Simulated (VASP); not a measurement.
MnS: single point with RPBE+D3(BJ)

The system is MnS.

```
Mn S
1.0
     0.00000    2.52198    2.52198
     2.52198    0.00000    2.52198
     2.52198    2.52198    0.00000
Mn S
1 1
Direct
  0.00000 0.00000 0.00000
  0.75000 0.75000 0.75000
```

```json
{"Program": "VASP 6.6.1", "Task": "single point", "Functional": "RPBE", "Dispersion": "D3(BJ)", "Potentials or basis": "VASP PAW PBE potentials, release 64 (Mn_pv, S)", "Cutoff": "520 eV", "k mesh": "9 × 9 × 9", "Occupations": "fermi-dirac, width 0.05 eV", "Spin": "collinear spin, ferromagnetic start", "Starting moments": "[4.0, 0.0] μB"}
```

```
Pressure                                              : -6.3 GPa
Net moment                                            : 2.85 μB per cell
Site moments                                          : Mn +2.72; S -0.05 μB
Valence electrons inside the program's atomic spheres : Mn 11.84; S 3.80
Dispersion energy per atom                            : -1.826 eV
```

Levels at points of the mesh, in eV from the Fermi level:
Spin up:
```csv
k point,band 9,band 10,band 11,band 12,band 13,band 14
"(0.00, 0.00, 0.00)",-2.49,2.22,2.22,2.22,2.99,6.99
```
Spin down:
| k point | band 6 | band 7 | band 8 | band 9 | band 10 | band 11 |
| --- | --- | --- | --- | --- | --- | --- |
| (0.00, 0.00, 0.00) | -4.53 | -4.53 | 0.21 | 0.21 | 3.28 | 3.79 |

Wall time 38 s on 1 thread of Intel(R) Xeon(R) 6975P-C (Granite Rapids) (shared host), peak memory 0.19 GiB.

Caveat: the PAW data sets were made with another functional, which shifts forces and pressure a little; a cell with one magnetic atom can't hold antiferromagnetic order, which such compounds often take; semilocal functionals often make such compounds metallic where correlation or magnetic order opens a gap, which also shifts bond lengths; pairwise dispersion overbinds metals, which lowers pressure and volume. With open d or f shells a metallic result of RPBE can be an artefact of self-interaction; +U or a hybrid may open a gap.
